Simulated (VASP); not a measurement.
# PtSe2 (P-3m1) in VASP: a series of runs, part 2 of 2

VASP 6.6.1. The steps go on from the part before.

## 4. Single point, PBEsol (strain +0.000 along x and y, +0.080 along z)

INCAR reads:

```
SYSTEM = PtSe2
ALGO = Normal
EDIFF = 1E-7
ENCUT = 520
GGA = PS
ISIF = 2
ISMEAR = 0
LASPH = .True.
LCHARG = .False.
LREAL = .False.
LWAVE = .False.
NBANDS = 18
NELM = 60
PREC = Accurate
SIGMA = 0.15
```

KPOINTS reads:

```
k-points
0
Gamma
  12 12 10
  0 0 0
```

POSCAR reads:

```
PtSe2
1.0
    3.7240006046      0.0000000000      0.0000000000
   -1.8620003023      3.2250791273      0.0000000000
    0.0000000000      0.0000000000      5.4669600000
Pt Se
1 2
Direct
    0.0000000000      0.0000000000      0.0000000000
    0.3333333333      0.6666666667      0.2500000000
    0.6666666667      0.3333333333      0.7500000000
```

Launch:

```bash
$ cat potpaw_PBE.64/Pt/POTCAR potpaw_PBE.64/Se/POTCAR > POTCAR
$ mpirun -np 1 vasp_std > vasp.out
```

Wall time 1.8 min (1 thread of AMD EPYC 9R45 (Zen 5), shared host); peak memory 0.29 GiB.

Results (log left out):

```
Free energy            : -15.8029 eV
Pressure               : -4.9 GPa
Largest force          : 0.772 eV/Å
Band gap on the k mesh : zero (band 11 reaches 5.53 eV, above the bottom of band 12 at 5.29 eV)
```

Forces on the atoms (eV/Å):
```
Pt   0.000  0.000  0.000
Se   0.000  0.000 -0.772
Se   0.000  0.000  0.772
```

Stress tensor (GPa, compression positive):
```
-4.00  0.00  0.00
 0.00 -4.00  0.00
 0.00  0.00 -6.63
```

Levels at points of the mesh, in eV from the Fermi level:
| k point | band 7 | band 8 | band 9 | band 10 | band 11 | band 12 | band 13 | band 14 | band 15 | band 16 |
| --- | --- | --- | --- | --- | --- | --- | --- | --- | --- | --- |
| (0.00, 0.00, 0.00) | -3.58 | -2.52 | -0.75 | -0.75 | 0.20 | 1.57 | 1.57 | 3.81 | 4.05 | 7.60 |
| (0.50, 0.00, 0.00) | -3.38 | -3.07 | -3.00 | -2.84 | -2.66 | 0.74 | 2.10 | 4.60 | 5.60 | 6.87 |
| (0.00, 0.00, 0.50) | -3.60 | -2.80 | -1.78 | -1.06 | -1.06 | 2.15 | 2.15 | 4.82 | 5.96 | 7.24 |
| (0.50, 0.00, 0.50) | -3.30 | -3.01 | -2.75 | -2.33 | -1.48 | 1.11 | 1.55 | 3.99 | 4.75 | 6.64 |

Caveat: the cell differs from its parent crystal (strain +0.000 along x and y, +0.080 along z); the PAW data sets were made with another functional, which shifts forces and pressure a little; spin-orbit coupling is left out, which moves the levels of the heavy elements.

## 5. Single point, PBEsol (strain +0.040 along x and y, +0.000 along z)

INCAR reads:

```
  ALGO = Normal
  EDIFF = 1E-6
  ENCUT = 520
  GGA = PS
  ISIF = 2
  ISMEAR = 0
  LASPH = True
  LCHARG = False
  LREAL = False
  LWAVE = False
  NBANDS = 18
  NELM = 80
  PREC = Accurate
  SIGMA = 0.15
```

KPOINTS reads:

```
k-points
0
Gamma
  12 12 10
```

POSCAR reads:

```
PtSe2
1.0
    3.8729606288      0.0000000000      0.0000000000
   -1.9364803144      3.3540822924      0.0000000000
    0.0000000000      0.0000000000      5.0620000000
Pt Se
1 2
Direct
    0.0000000000      0.0000000000      0.0000000000
    0.3333333333      0.6666666667      0.2500000000
    0.6666666667      0.3333333333      0.7500000000
```

Potentials or basis: VASP PAW PBE potentials, release 64 (Pt, Se).

Launch:

```bash
$ cat potpaw_PBE.64/Pt/POTCAR potpaw_PBE.64/Se/POTCAR > POTCAR
$ mpirun -np 1 vasp_std > vasp.out
```

OUTCAR:

```text
EDIFF = 1E-6
   ENCUT = 520
   GGA = PS
   ISIF = 2
   ISMEAR = 0
   LASPH = True
   LREAL = False
   NELM = 80
   PREC = Accurate

 ion  position               nearest neighbor table
   1  0.000  0.000  0.000-   2 2.57   3 2.57   3 2.57   2 2.57   3 2.57   2 2.57
   2  0.333  0.667  0.250-   1 2.57   1 2.57   1 2.57
   3  0.667  0.333  0.750-   1 2.57   1 2.57   1 2.57

  LATTYP: Found a hexagonal cell.
 ALAT       =     3.8729606288
[... 198 lines left out ...]
      5      -0.5557      2.00000
      6       1.8098      2.00000
[... 481 lines left out ...]
      5      -0.1679      2.00000
      6       1.2443      2.00000
[... 10 lines left out ...]
     17      13.5708      0.00000
     18      13.9197      0.00000

 [... further k-points ...]
[... 5 lines left out ...]
  --------------------------------------------------------------------------------------
  -------------------------------------------------------------------------------------
  Total       -3.7130155     -3.7130155     -2.0765191      0.0000000     -0.0000000      0.0000000
  in kB      -90.4687116    -90.4687116    -50.5949977      0.0000000     -0.0000000      0.0000000
  external PRESSURE =     -77.1774736 kB  Pullay stress =       0.0000000 kB

 VOLUME and BASIS-vectors are now :
 -----------------------------------------------------------------------------
  energy-cutoff  :      520.00
  volume of cell :       65.76
      direct lattice vectors                 reciprocal lattice vectors
     3.872960629  0.000000000  0.000000000     0.258200404  0.149072073  0.000000000
    -1.936480314  3.354082292  0.000000000     0.000000000  0.298144146  0.000000000
     0.000000000  0.000000000  5.062000000     0.000000000  0.000000000  0.197550375

 POSITION                                       TOTAL-FORCE (eV/Angst)
 -----------------------------------------------------------------------------------
      0.00000      0.00000      0.00000         0.000000      0.000000      0.000000
     -0.00000      2.23605      1.26550        -0.000000      0.000000     -0.448859
      1.93648      1.11803      3.79650         0.000000     -0.000000      0.448859
 -----------------------------------------------------------------------------------
    total drift:                                0.000000      0.000000     -0.000000

  FREE ENERGIE OF THE ION-ELECTRON SYSTEM (eV)
  ---------------------------------------------------
  free  energy   TOTEN  =       -15.7782163806 eV

  energy  without entropy=      -15.7695597808  energy(sigma->0) =      -15.77388808
```

It took 1.8 min on 1 thread of AMD EPYC 9R45 (Zen 5), shared host; peak memory 0.29 GiB.

What came out:

* Free energy: -15.7782 eV
* Pressure: -7.7 GPa
* Largest force: 0.449 eV/Å
* Band gap on the k mesh: zero (band 11 reaches 5.81 eV, above the bottom of band 12 at 5.26 eV)

Forces on the atoms (eV/Å):
```
Pt   0.000  0.000  0.000
Se   0.000  0.000 -0.449
Se   0.000  0.000  0.449
```

Stress tensor (GPa, compression positive):
```
-9.05  0.00  0.00
 0.00 -9.05  0.00
 0.00  0.00 -5.06
```

Caveat: the cell differs from its parent crystal (strain +0.040 along x and y, +0.000 along z); the PAW data sets were made with another functional, which shifts forces and pressure a little; spin-orbit coupling is left out, which moves the levels of the heavy elements.

## 6. Single point, PBEsol (strain +0.080 along x and y, -0.040 along z)

INCAR reads:

```
SYSTEM = PtSe2
PREC     = Accurate       ! precision mode
ENCUT    = 520            ! plane-wave cutoff, eV
EDIFF    = 1E-7           ! SCF threshold, eV
ISMEAR   = 0              ! smearing method
SIGMA    = 0.15           ! smearing width, eV
LREAL    = .FALSE.        ! projectors in reciprocal space
LASPH    = .TRUE.         ! aspherical terms in the spheres
NELM     = 80             ! most SCF steps
ALGO     = Normal         ! electronic algorithm
ISIF     = 2              ! what is computed and relaxed
LWAVE    = .FALSE.        ! write WAVECAR
LCHARG   = .TRUE.         ! write CHGCAR
GGA      = PS             ! functional
LELF     = .TRUE.         ! ELF
LVHAR    = .TRUE.       
NBANDS   = 18             ! bands
```

KPOINTS reads:

```
regular mesh
0
G
  12 12 10
  0 0 0
```

POSCAR reads:

```
PtSe2
1.0
    4.0219206530      0.0000000000      0.0000000000
   -2.0109603265      3.4830854575      0.0000000000
    0.0000000000      0.0000000000      4.8595200000
Pt Se
1 2
Direct
    0.0000000000      0.0000000000      0.0000000000
    0.3333333333      0.6666666667      0.2500000000
    0.6666666667      0.3333333333      0.7500000000
```

Potentials or basis: VASP PAW PBE potentials, release 64 (Pt, Se).

Launch:

```bash
$ cat potpaw_PBE.64/Pt/POTCAR potpaw_PBE.64/Se/POTCAR > POTCAR
$ mpirun -np 1 vasp_std > vasp.out
```

It took 1.8 min on 1 thread of AMD EPYC 9R45 (Zen 5), shared host; peak memory 0.3 GiB.

The run converged. Its results:

```yaml
Free_energy: -15.4874 eV
Pressure: -12.1 GPa
Largest_force: 0.573 eV/Å
Band_gap_on_the_k_mesh: zero (band 11 reaches 5.44 eV, above the bottom of band 12 at 4.71 eV)
```

Forces in eV/Å, atoms in the order of the input:
```
Pt   0.000  0.000  0.000
Se   0.000  0.000 -0.573
Se   0.000  0.000  0.573
```

Stress tensor (GPa, compression positive):
```
-15.17   0.00   0.00
  0.00 -15.17   0.00
  0.00   0.00  -5.98
```

Levels at points of the mesh, in eV from the Fermi level:
```csv
k point,band 8,band 9,band 10,band 11,band 12,band 13,band 14,band 15
"(0.00, 0.00, 0.00)",-1.85,-1.00,-1.00,0.66,1.09,1.09,3.07,3.54
"(0.50, 0.00, 0.00)",-2.88,-2.86,-2.77,-2.47,0.52,2.17,4.33,6.16
"(0.00, 0.00, 0.50)",-2.34,-1.55,-1.50,-1.50,1.96,1.96,4.96,5.20
"(0.50, 0.00, 0.50)",-2.76,-2.58,-2.52,-0.77,0.83,0.93,4.59,5.14
```

Caveat: the cell differs from its parent crystal (strain +0.080 along x and y, -0.040 along z); the PAW data sets were made with another functional, which shifts forces and pressure a little; spin-orbit coupling is left out, which moves the levels of the heavy elements.

## 7. Summary

| cell | gap on the mesh (eV) | pressure (GPa) | largest force (eV/Å) |
| --- | --- | --- | --- |
| a = 3.873, b = 3.873, c = 4.860 Å, angles 90.0, 90.0, 120.0°, 3 atoms | none | -4.9 | 0.02 |
| a = 4.022, b = 4.022, c = 4.657 Å, angles 90.0, 90.0, 120.0°, 3 atoms | none | -10.0 | 0.20 |
| a = 3.724, b = 3.724, c = 5.467 Å, angles 90.0, 90.0, 120.0°, 3 atoms | none | -4.9 | 0.77 |
| a = 3.873, b = 3.873, c = 5.062 Å, angles 90.0, 90.0, 120.0°, 3 atoms | none | -7.7 | 0.45 |
| a = 4.022, b = 4.022, c = 4.860 Å, angles 90.0, 90.0, 120.0°, 3 atoms | none | -12.1 | 0.57 |

Alike in all rows: task single point; level PBEsol; potentials or basis VASP PAW PBE potentials, release 64 (Pt, Se); no spin polarisation; k mesh 12 × 12 × 10; cutoff (eV) 520; smearing gaussian 0.15 eV.

Caveats: the PAW data sets were made with another functional, which shifts forces and pressure a little; spin-orbit coupling is left out, which moves the levels of the heavy elements.

Absolute energies hang on the potentials; compare differences alone.
